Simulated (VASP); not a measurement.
Fe, 2 atoms in the cell. It takes space group I4/mmm (No. 139, tetragonal). Conventional cell: a = 2.355 Å, b = 2.355 Å, c = 3.580 Å, α = 90.00°, β = 90.00°, γ = 90.00°. Fe (site symmetry 4/mmm) has 12 Fe at 2.36 to 2.44 Å within 3.1 Å. 

```yaml
Program: VASP 6.6.1
Task: single point
Functional: PBE
Potentials_or_basis: VASP PAW PBE potentials, release 64 (Fe_sv)
Cutoff: 690 eV
k_mesh: 15 × 15 × 10
Occupations: fermi-dirac, width 0.05 eV
Spin: collinear spin, antiferromagnetic start
Starting_moments: "[1.537, -1.537] μB"
Dipole_correction: no
Further_INCAR_settings: ALGO = Normal; EDIFF = 1e-06; NBANDS = 27
```

Potentials or basis: VASP PAW PBE potentials, release 64 (Fe_sv).

The run is started by

```bash
$ cat potpaw_PBE.64/Fe_sv/POTCAR > POTCAR
$ mpirun -np 1 vasp_std > vasp.out
```

Hardware: 1 thread of Intel(R) Xeon(R) Platinum 8488C (Sapphire Rapids), on a shared host.

Question: How long does it take, and how much memory?

Answer: Wall time 2.2 min on 1 thread of Intel(R) Xeon(R) Platinum 8488C (Sapphire Rapids), with other jobs on the host, peak memory 0.32 GiB. Counts: scf iterations 13, k points 216.
